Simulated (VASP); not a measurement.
Set up this calculation in VASP 6.6.1, as the native input.

- Task: single point
- Functional: PBE
- Potentials or basis: VASP PAW PBE potentials, release 64 (Er_3, B), 4f in core
- Cutoff: 500 eV
- k mesh: 6 × 6 × 4
- Occupations: gaussian, width 0.1 eV
- Spin: no spin polarisation
- Dipole correction: no
- Mended: yes
- Further INCAR settings: ALGO = Normal; EDIFF = 1e-06; NBANDS = 13

The structure of ErB lies in POSCAR:

```
ErB
1.0
    3.1432067200      0.0000000000      0.0000000000
   -1.5716033600      2.7220968700      0.0000000000
    0.0000000000      0.0000000000      4.9746135200
Er B
1 1
Direct
    0.0000000000      0.0000000000      0.0000000000
    0.3333333300      0.6666666700      0.5000000000
```

The cell was built from a structure type or drawn by symmetry, and may not be a known phase.

These files were run (other wordings do the same):

INCAR

```
ALGO     = Normal         # electronic algorithm
EDIFF    = 1E-6           # SCF threshold, eV
ENCUT    = 500            # plane-wave cutoff, eV
GGA      = PE             # functional
GGA_COMPAT= False        
ISIF     = 2              # what is computed and relaxed
ISMEAR   = 0              # smearing method
LASPH    = True           # aspherical terms in the spheres
LCHARG   = False          # write CHGCAR
LMAXMIX  = 6              # l up to which the mixer works
LREAL    = False          # projectors in reciprocal space
LWAVE    = False          # write WAVECAR
NBANDS   = 13             # bands
NELM     = 200            # most SCF steps
PREC     = Accurate       # precision mode
SIGMA    = 0.1            # smearing width, eV
```

KPOINTS

```
k-points
0
Gamma
  6 6 4
```

Potentials or basis: VASP PAW PBE potentials, release 64 (Er_3, B), 4f in core.

Command:

```bash
$ cat potpaw_PBE.64/Er_3/POTCAR potpaw_PBE.64/B/POTCAR > POTCAR
$ mpirun -np 1 vasp_std > vasp.out
```

It gave:

```
Pressure               : -9.0 GPa
Band gap on the k mesh : zero (bands 6 and 7 overlap by 1.36 eV)
```

Caveat: the k points lie up to 0.38 Å⁻¹ apart, too coarse for converged energies and pressures of a metal; spin-orbit coupling is left out, which moves the levels of the heavy elements; the 4f electrons are frozen in the core, so they carry no moment and show no levels.

Run time: 4.8 s on 1 thread of Intel(R) Xeon(R) 6975P-C (Granite Rapids), with other jobs on the host, peak memory 0.15 GiB.
